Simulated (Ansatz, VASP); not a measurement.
Given: the input of a run of Ansatz 0.2.0 on SnTe.

The input input:

```
crystal:
  lattice:
    - [0.0, 3.5869093905, 3.5869093905]
    - [3.5869093905, 0.0, 3.5869093905]
    - [3.5869093905, 3.5869093905, 0.0]
  atoms:
    - { symbol: Te, position: [0.25, 0.25, 0.25] }
    - { symbol: Sn, position: [0.0, 0.0, 0.0] }
hamiltonian:
  xc: hse06
  pseudopotentials: { kind: paw }
kpoints:
  mp_grid: { grid: [4, 4, 4] }
scf:
  occupations: { method: fermi_dirac, width: 0.05 }
output:
  forces: true
  stress: true
  eigenvalues: true
```

**Question.** Translate it to VASP 6.6.1. Potentials there: VASP PAW PBE potentials, release 64 (Te, Sn_d).

**Answer.** As run (the cutoff follows the program's own potentials):

File POSCAR:

```
SnTe
1.0
    0.0000000000      3.5869093905      3.5869093905
    3.5869093905      0.0000000000      3.5869093905
    3.5869093905      3.5869093905      0.0000000000
Te Sn
1 1
Direct
    0.2500000000      0.2500000000      0.2500000000
    0.0000000000      0.0000000000      0.0000000000
```

INCAR.step1

```
SYSTEM = SnTe
  ALGO = Normal
  EDIFF = 1E-5
  ENCUT = 520
  GGA = PE
  ISIF = 2
  ISMEAR = -1
  LASPH = .True.
  LCHARG = .False.
  LREAL = .False.
  LWAVE = .True.
  NBANDS = 17
  NELM = 60
  PREC = Accurate
  SIGMA = 0.05
```

The input INCAR.step2:

```
SYSTEM = SnTe
  ALGO = Normal
  EDIFF = 1E-6
  ENCUT = 520
  GGA = PE
  HFSCREEN = 0.2079
  ISIF = 2
  ISMEAR = -1
  ISTART = 1
  LASPH = .True.
  LCHARG = .False.
  LHFCALC = .True.
  LREAL = .False.
  LWAVE = .False.
  NBANDS = 17
  NELM = 60
  PREC = Accurate
  PRECFOCK = Normal
  SIGMA = 0.05
```

KPOINTS

```
k-points
0
Gamma
  4 4 4
  0 0 0
```

Potentials or basis: VASP PAW PBE potentials, release 64 (Te, Sn_d).

Run with:

```bash
$ cat potpaw_PBE.64/Te/POTCAR potpaw_PBE.64/Sn_d/POTCAR > POTCAR
$ cp INCAR.step1 INCAR
$ mpirun -np 1 vasp_std > vasp.out
$ cp INCAR.step2 INCAR
$ mpirun -np 1 vasp_std > vasp.out
```

Both were run:

|  | VASP | Ansatz | Ansatz less VASP |
| --- | --- | --- | --- |
| gap on the k mesh at the Fermi level (eV) | 0.30 | 0.31 | +0.016 |
| least direct gap on the mesh (eV) | 1.12 | 1.13 | +0.018 |
| pressure (GPa) | -0.3 | -0.1 | +0.14 |

With one functional, cell and mesh, what is left measures potentials, basis and numerics. VASP's potentials hold 20 valence electrons a cell and Ansatz's 30, so a difference there can come from the potentials and not from the codes.

Spin-orbit coupling is off throughout.
